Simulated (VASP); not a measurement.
# LiBr (Fm-3m) in VASP: further runs, part 3 of 3

VASP 6.6.1. The steps go on from the part before.

### 6 Single point, PBEsol

This run uses another cell than the first one, of 17.76 Å³/atom, 1.187 times its volume.

INCAR

```
  PREC = Accurate
  ENCUT = 750
  EDIFF = 1E-6
  ISMEAR = 0
  SIGMA = 0.01
  LREAL = False
  LASPH = True
  NELM = 120
  ALGO = Normal
  ISIF = 2
  LWAVE = False
  LCHARG = False
  GGA = PS
  NBANDS = 12
  GGA_COMPAT = False
```

KPOINTS

```
Automatic mesh
0
Gamma
  8 8 8
```

POSCAR

```
LiBr
1.0
    2.6089206571      2.6089206571      0.0000000000
   -2.6089206571      2.6089206571      0.0000000000
    0.0000000000      2.6089206571      2.6089206571
Li Br
1 1
Direct
    0.0000000000      0.0000000000      0.0000000000
    0.5000000000      0.5000000000      0.0000000000
```

Potentials or basis: VASP PAW PBE potentials, release 64 (Li_sv, Br).

Command:

```
cat potpaw_PBE.64/Li_sv/POTCAR potpaw_PBE.64/Br/POTCAR > POTCAR
mpirun -np 1 vasp_std > vasp.out
```

OUTCAR:

```text
PREC = Accurate
   ENCUT = 750
   EDIFF = 1E-6
   ISMEAR = 0
   LREAL = False
   LASPH = True
   NELM = 120
   ISIF = 2
   GGA = PS

 ion  position               nearest neighbor table
   1  0.000  0.000  0.000-   2 2.61   2 2.61   2 2.61   2 2.61   2 2.61   2 2.61
   2  0.500  0.500  0.000-   1 2.61   1 2.61   1 2.61   1 2.61   1 2.61   1 2.61

  LATTYP: Found a face centered cubic cell.
 ALAT       =     5.2178413142

  Lattice vectors:

 A1 = (   0.0000000000,   2.6089206571,   2.6089206571)
 A2 = (   2.6089206571,   0.0000000000,   2.6089206571)
 A3 = (   2.6089206571,   2.6089206571,   0.0000000000)

Analysis of symmetry for initial positions (statically):
=====================================================================
 Subroutine PRICEL returns:
 Original cell was already a primitive cell.

 Routine SETGRP: Setting up the symmetry group for a
 face centered cubic supercell.

 Subroutine GETGRP returns: Found 48 space group operations
 (whereof 48 operations were pure point group operations)
 out of a pool of 48 trial point group operations.

The static configuration has the point symmetry O_h .

Analysis of symmetry for dynamics (positions and initial velocities):
=====================================================================
 Subroutine PRICEL returns:
 Original cell was already a primitive cell.

 Routine SETGRP: Setting up the symmetry group for a
 face centered cubic supercell.

 Subroutine GETGRP returns: Found 48 space group operations
 (whereof 48 operations were pure point group operations)
 out of a pool of 48 trial point group operations.

The dynamic configuration has the point symmetry O_h .

 Subroutine INISYM returns: Found 48 space group operations
 (whereof 48 operations are pure point group operations),
 and found     1 'primitive' translations

----------------------------------------------------------------------------------------

                                     Primitive cell

  volume of cell :      35.5151

  direct lattice vectors                    reciprocal lattice vectors
     2.608920657  2.608920657  0.000000000     0.191650136  0.191650136 -0.191650136
    -2.608920657  2.608920657  0.000000000    -0.191650136  0.191650136 -0.191650136
     0.000000000  2.608920657  2.608920657     0.000000000  0.000000000  0.383300273

  length of vectors
     3.689570976  3.689570976  3.689570976     0.331947774  0.331947774  0.383300273

  position of ions in fractional coordinates (direct lattice)
     0.000000000  0.000000000  0.000000000
     0.500000000  0.500000000  0.000000000

  ion indices of the primitive-cell ions
   primitive index   ion index
                 1           1
                 2           2

----------------------------------------------------------------------------------------

 KPOINTS: Automatic mesh

Automatic generation of k-mesh.
 Grid dimensions read from file:
 generate k-points for:    8    8    8

 Generating k-lattice:

  Cartesian coordinates                     Fractional coordinates (reciprocal lattice)
     0.023956267  0.023956267 -0.023956267     0.125000000  0.000000000  0.000000000
    -0.023956267  0.023956267 -0.023956267     0.000000000  0.125000000  0.000000000
     0.000000000  0.000000000  0.047912534     0.000000000  0.000000000  0.125000000

  Length of vectors
     0.041493472  0.041493472  0.047912534

  Shift w.r.t. Gamma in fractional coordinates (k-lattice)
     0.000000000  0.000000000  0.000000000

 Subroutine IBZKPT returns following result:
 ===========================================

 Found     29 irreducible k-points:

 Following reciprocal coordinates:
            Coordinates               Weight
  0.000000  0.000000  0.000000      1.000000
  0.125000  0.000000  0.000000      8.000000
  0.250000  0.000000  0.000000      8.000000
  0.375000  0.000000  0.000000      8.000000
  0.500000  0.000000  0.000000      4.000000
  0.125000  0.125000  0.000000     12.000000
[... 16 lines left out ...]
  0.375000  0.250000  0.125000     48.000000
  0.500000  0.250000  0.125000     24.000000
 [... further k-points ...]
   k-points           NKPTS =     29   k-points in BZ     NKDIM =     29   number of bands    NBANDS=     12
   number of dos      NEDOS =    301   number of ions     NIONS =      2
   total plane-waves  NPLWV =  46656
   dimension x,y,z NGX =    36 NGY =   36 NGZ =   36
   dimension x,y,z NGXF=    72 NGYF=   72 NGZF=   72
   ions per type =               1   1
   NGX,Y,Z   is equivalent  to a cutoff of  16.22, 16.22, 16.22 a.u.
   NGXF,Y,Z  is equivalent  to a cutoff of  32.44, 32.44, 32.44 a.u.
 SYSTEM =  unknown system
   PREC   = accura    normal or accurate (medium, high low for compatibility)
   ISTART =      0    job   : 0-new  1-cont  2-samecut
   ICHARG =      2    charge: 1-file 2-atom 10-const
   ISPIN  =      1    spin polarized calculation?
   LNONCOLLINEAR =      F non collinear calculations
   LSORBIT =      F    spin-orbit coupling
   LASPH  =      T    aspherical Exc in radial PAW
   ENCUT  =  750.0 eV  55.12 Ry    7.42 a.u.   8.24  8.24  8.24*2*pi/ulx,y,z
   NELM   =    120;   NELMIN=  2; NELMDL= -5     # of ELM steps
   EDIFF  = 0.1E-05   stopping-criterion for ELM
   LREAL  =      F    real-space projection
   EDIFFG = 0.1E-04   stopping-criterion for IOM
   NSW    =      0    number of steps for IOM
   IBRION =     -1    ionic relax: 0-MD 1-quasi-New 2-CG
   NFREE  =      0    steps in history (QN), initial steepest desc. (CG)
   ISIF   =      2    stress and relaxation
   ISYM   =      2    0-nonsym 1-usesym 2-fastsym
   POTIM  = 0.5000    time-step for ionic-motion
   TEBEG  =    0.0;   TEEND  =   0.0 temperature during run
   PSTRESS=    0.0 pullay stress
   NELECT =      10.0000    total number of electrons
   NUPDOWN=      -1.0000    fix difference up-down
   EMIN   =  10.00;   EMAX   =-10.00  energy-range for DOS
   EFERMI =   0.00;   METHOD = LEGACY
   ISMEAR =     0;   SIGMA  =   0.01  broadening in eV -4-tet -1-fermi 0-gaus
   EFERMI_NEDOS =   21; number of points for ismear=-14 and -15
   IALGO  =     38    algorithm
   IMIX   =      4    mixing-type and parameters
     AMIX     =   0.40;   BMIX     =  1.00
     AMIX_MAG =   1.60;   BMIX_MAG =  1.00
  volume/ion in A,a.u.               =      17.76       119.83
  Fermi-wavevector in a.u.,A,eV,Ry     =   1.073010  2.027696 15.665088  1.151351
  Thomas-Fermi vector in A             =   2.208797
   LORBIT       =      0    0 simple, 1 ext, 2 COOP (PROOUT), +10 PAW based schemes
   GGA     = PS    functional components
   LHFCALC =     F    Hartree Fock is set to
   AEXX    =    0.0000 exact exchange contribution
   IVDW    =     0    specifies the selected vdW correction
   LEPSILON=     F    determine dielectric tensor
   LRPA    =     F    only Hartree local field effects (RPA)
 non-spin polarized calculation
 Gauss-broadening in eV      SIGMA  =   0.01
  energy-cutoff  :      750.00
  volume of cell :       35.52
 maximum number of plane-waves:      1676
 NGX is ok and might be reduce to    36
   NGX = 17   NGY = 17   NGZ = 17

 number of electron      10.0000000 magnetization

 number of electron       9.9999998 magnetization

 Free energy of the ion-electron system (eV)
  ---------------------------------------------------
  ext. energy  EPLUGINS =         0.00000000
  ---------------------------------------------------
  free energy    TOTEN  =        -6.88845027 eV

  energy without entropy =       -6.88845027  energy(sigma->0) =       -6.88845027

 E-fermi :   1.5567     XC(G=0):  -9.2619

 val. band max:        1.4580437854   @ k =   0.0000   0.0000   0.0000
 cond. band min:       6.9767890245   @ k =   0.5000   0.0000   0.0000
 fundamental gap:      5.5187452391
 Fermi energy:         1.5567374257

 k-point     1 :       0.0000    0.0000    0.0000
  band No.  band energies     occupation
      1     -42.0450      2.00000
      2     -12.6227      2.00000
      3       1.4580      2.00000
      4       1.4580      2.00000
      5       1.4580      2.00000
      6       7.0048      0.00000
      7      11.9389      0.00000
      8      11.9389      0.00000
      9      11.9389      0.00000
     10      14.2890      0.00000
     11      14.2890      0.00000
     12      14.2890      0.00000
[... 331 lines left out ...]
 k-point    24 :       0.5000    0.2500    0.1250
  band No.  band energies     occupation
      1     -42.0418      2.00000
      2     -11.7774      2.00000
      3      -1.8906      2.00000
      4      -0.3421      2.00000
      5       0.6381      2.00000
      6       8.6053      0.00000
      7       9.4444      0.00000
      8      10.9395      0.00000
      9      12.9750      0.00000
     10      15.5602      0.00000
     11      16.3037      0.00000
     12      18.9938      0.00000

 [... further k-points ...]
[... 5 lines left out ...]
  --------------------------------------------------------------------------------------
  -------------------------------------------------------------------------------------
  Total        0.8838338      0.8838338      0.8838338      0.0000000      0.0000000     -0.0000000
  in kB       39.8720491     39.8720491     39.8720491      0.0000000      0.0000000     -0.0000000
  external PRESSURE =      39.8720491 kB  Pullay stress =       0.0000000 kB

 VOLUME and BASIS-vectors are now :
 -----------------------------------------------------------------------------
  energy-cutoff  :      750.00
  volume of cell :       35.52
      direct lattice vectors                 reciprocal lattice vectors
     2.608920657  2.608920657  0.000000000     0.191650136  0.191650136 -0.191650136
    -2.608920657  2.608920657  0.000000000    -0.191650136  0.191650136 -0.191650136
     0.000000000  2.608920657  2.608920657     0.000000000  0.000000000  0.383300273

 POSITION                                       TOTAL-FORCE (eV/Angst)
 -----------------------------------------------------------------------------------
      0.00000      0.00000      0.00000         0.000000     -0.000000      0.000000
      0.00000      2.60892      0.00000        -0.000000      0.000000      0.000000
 -----------------------------------------------------------------------------------
    total drift:                               -0.000000      0.000000     -0.000000

  FREE ENERGIE OF THE ION-ELECTRON SYSTEM (eV)
  ---------------------------------------------------
  free  energy   TOTEN  =        -6.8884502723 eV

  energy  without entropy=       -6.8884502723  energy(sigma->0) =       -6.88845027
```

stdout:

```text
POSCAR found type information on POSCAR LiBr
 POSCAR found :  2 types and       2 ions
 scaLAPACK will be used
 -----------------------------------------------------------------------------
|                                                                             |
|                                                                             |
|     You enforced a specific xc type in the INCAR file but a different       |
|     I HOPE YOU KNOW WHAT YOU ARE DOING!                                     |
|                                                                             |
 -----------------------------------------------------------------------------

 LDA part: xc-table for (Slater+PW92), standard interpolation
 POSCAR, INCAR and KPOINTS ok, starting setup
 FFT: planning ... GRIDC
 FFT: planning ... GRID_SOFT
 FFT: planning ... GRID
 WAVECAR not read
 entering main loop
```

It took 12 s on 1 thread of AMD EPYC 9R45 (Zen 5), shared host; peak memory 0.17 GiB.

Results:

```
Free energy            : -6.8885 eV
Pressure               : 4.0 GPa
Band gap on the k mesh : 5.52 eV, indirect (least direct gap 5.55 eV)
```

Levels at points of the mesh, in eV from the valence-band top:
| k point | band 2 | band 3 | band 4 | band 5 | band 6 | band 7 | band 8 | band 9 |
| --- | --- | --- | --- | --- | --- | --- | --- | --- |
| (0.00, 0.00, 0.00) | -14.08 | 0.00 | 0.00 | 0.00 | 5.55 | 10.48 | 10.48 | 10.48 |
| (0.50, 0.00, 0.00) | -13.38 | -3.67 | -0.35 | -0.35 | 5.52 | 8.01 | 8.01 | 13.35 |
| (0.50, 0.50, 0.00) | -13.07 | -3.75 | -1.51 | -1.51 | 6.37 | 6.63 | 12.89 | 13.42 |

Caveat: the PAW data sets were made with another functional, which shifts forces and pressure a little. A k mesh can miss the band edges.

### 7 Summary

| cell | gap on the mesh (eV) | pressure (GPa) |
| --- | --- | --- |
| a = 3.484 Å, angles 60.0, 60.0, 90.0°, 2 atoms | 5.56 | 15.0 |
| a = 3.561 Å, angles 60.0, 60.0, 90.0°, 2 atoms | 5.55 | 10.0 |
| a = 3.618 Å, angles 60.0, 60.0, 90.0°, 2 atoms | 5.54 | 7.0 |
| a = 3.750 Å, angles 60.0, 60.0, 90.0°, 2 atoms | 5.28 | 2.0 |
| a = 3.690 Å, angles 60.0, 60.0, 90.0°, 2 atoms | 5.52 | 4.0 |

Alike in all rows: task single point; level PBEsol; potentials or basis VASP PAW PBE potentials, release 64 (Li_sv, Br); no spin polarisation; k mesh 8 × 8 × 8; cutoff (eV) 750; smearing gaussian 0.01 eV.

Caveats: the PAW data sets were made with another functional, which shifts forces and pressure a little.

Absolute energies hang on the potentials; compare differences alone.
